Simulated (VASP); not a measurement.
Wanted: the native input for a VASP 6.6.1 run.

```yaml
Task: single point
Functional: LDA
Potentials_or_basis: VASP PAW LDA potentials, release 64 (Ti_sv, P)
Cutoff: 500 eV
k_mesh: 7 × 7 × 7
Occupations: methfessel-paxton, width 0.1 eV
Spin: no spin polarisation
Dipole_correction: no
Further_INCAR_settings: ALGO = Normal; EDIFF = 1e-06; NBANDS = 16
```

The structure of TiP lies in POSCAR:

```
TiP
1.0
    0.0000000000      2.7753000000      2.7753000000
    2.7753000000      0.0000000000      2.7753000000
    2.7753000000      2.7753000000      0.0000000000
Ti P
1 1
Direct
    0.5000000000      0.5000000000      0.5000000000
    0.2500000000      0.2500000000      0.2500000000
```

The input as run:

INCAR

```
SYSTEM = TiP
ALGO = Normal ; EDIFF = 1E-6
ENCUT = 500 ; GGA_COMPAT = .False.
ISIF = 2 ; ISMEAR = 1
LASPH = .True. ; LCHARG = .False.
LREAL = .False. ; LWAVE = .False.
NBANDS = 16 ; NELM = 120
PREC = Accurate ; SIGMA = 0.1
```

KPOINTS

```
k-points
0
Gamma
  7 7 7
  0 0 0
```

Potentials or basis: VASP PAW LDA potentials, release 64 (Ti_sv, P).

Command:

```bash
$ cat potpaw_LDA.64/Ti_sv/POTCAR potpaw_LDA.64/P/POTCAR > POTCAR
$ mpirun -np 1 vasp_std > vasp.out
```

It gave:

```yaml
Pressure: -5.0 GPa
Band_gap_on_the_k_mesh: zero (an odd number of electrons rules out a gap without spin polarisation)
```

Caveat: the cell stands under tension.

Wall time 17 s on 1 thread of Intel(R) Xeon(R) Platinum 8259CL CPU @ 2.50GHz (Skylake/Cascade Lake), with other jobs on the host, peak memory 0.14 GiB.
